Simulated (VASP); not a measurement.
Here is a VASP 6.6.1 calculation.

Contents of INCAR:

```
SYSTEM = TiC
PREC = Accurate ; ENCUT = 520
EDIFF = 1E-7 ; ISMEAR = 0
SIGMA = 0.15 ; LREAL = .FALSE.
LASPH = .TRUE. ; NELM = 60
ALGO = Normal ; ISIF = 2
LWAVE = .FALSE. ; LCHARG = .FALSE.
GGA = PE ; NBANDS = 15
```

Contents of KPOINTS:

```
Automatic mesh
0
G
  24 24 24
  0 0 0
```

The input POSCAR:

```
TiC
1.0
    0.0000000000      2.4914307527      2.1664615241
    1.8414922955      0.0000000000      2.1664615241
    1.8414922955      2.4914307527      0.0000000000
Ti C
1 1
Direct
    0.0000000000      0.0000000000      0.0000000000
    0.5000000000      0.5000000000      0.5000000000
```

Potentials or basis: VASP PAW PBE potentials, release 64 (Ti_sv, C).

Launch:

```bash
$ cat potpaw_PBE.64/Ti_sv/POTCAR potpaw_PBE.64/C/POTCAR > POTCAR
$ mpirun -np 1 vasp_std > vasp.out
```

(1) Estimate the band gap on the k mesh.

(2) What does it give for the pressure?

## Answers

(1) zero (bands 8 and 9 overlap by 2.50 eV).

(2) 39.5 GPa.

Caveat: the cell differs from its parent crystal (strain -0.1500 x Voigt [1, -1, 0, 0, 0, 0]); the cell stands under pressure.
